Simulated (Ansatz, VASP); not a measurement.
# One calculation of PbO, two programs

File INCAR:

```
SYSTEM = PbO
PREC = Accurate
ENCUT = 520
EDIFF = 1E-6
ISMEAR = 0
SIGMA = 0.01
LREAL = .FALSE.
LASPH = .TRUE.
NELM = 60
ALGO = Normal
ISIF = 2
LWAVE = .FALSE.
LCHARG = .FALSE.
GGA = PE
NBANDS = 28
```

The input KPOINTS:

```
regular mesh
0
G
  4 4 4
  0 0 0
```

Contents of POSCAR:

```
PbO
1.0
    4.0884000000      0.0213400000     -0.0363700000
    0.0213400000      4.0448500000     -0.0006000000
   -0.0456700000     -0.0007600000      4.8219500000
Pb O
2 2
Direct
    0.9951700000      0.5062700000      0.2394100000
    0.4996600000      0.9989200000      0.7588100000
    0.0039900000      0.0062800000      0.9975200000
    0.5013900000      0.5015700000      0.0036100000
```

Input for Ansatz:

```yaml
crystal:
  lattice:
    - [4.0884, 0.02134, -0.03637]
    - [0.02134, 4.04485, -0.0006]
    - [-0.04567, -0.00076, 4.82195]
  atoms:
    - { symbol: Pb, position: [0.99517, 0.50627, 0.23941] }
    - { symbol: Pb, position: [0.49966, 0.99892, 0.75881] }
    - { symbol: O, position: [0.00399, 0.00628, 0.99752] }
    - { symbol: O, position: [0.50139, 0.50157, 0.00361] }
basis:
  ecutwfc: 540.0
  xc_grid: 2
kpoints:
  mp_grid:
    grid: [4, 4, 4]
hamiltonian:
  xc: pbe
scf:
  convergence:
    dr2_threshold: 1.0e-09
  occupations:
    method: fixed
output:
  forces: true
  stress: true
```

Alike in both runs: task single point; functional PBE; k mesh 4 × 4 × 4; no spin polarisation.

```csv
,VASP,Ansatz
version,VASP 6.6.1,Ansatz 0.2.0
potentials or method,"VASP PAW PBE potentials, release 64 (Pb_d, O), cutoff 520 eV","plane waves, PAW"
occupations,"gaussian, width 0.01 eV",fixed
valence electrons in the cell,40,40
```

|  | VASP | Ansatz | Ansatz less VASP |
| --- | --- | --- | --- |
| pressure (GPa) | 2.5 | 2.5 | -0.08 |
| traceless stress, the component that is largest in VASP (GPa) | 0.88 | 0.86 | -0.016 |
| rms of the force components (eV/Å) | 0.125 | 0.112 | -0.0123 |

Atom by atom the forces differ by 0.017 eV/Å (rms over components). Ansatz's warnings: stress scf threshold loose.

Neither program's run includes spin-orbit coupling.
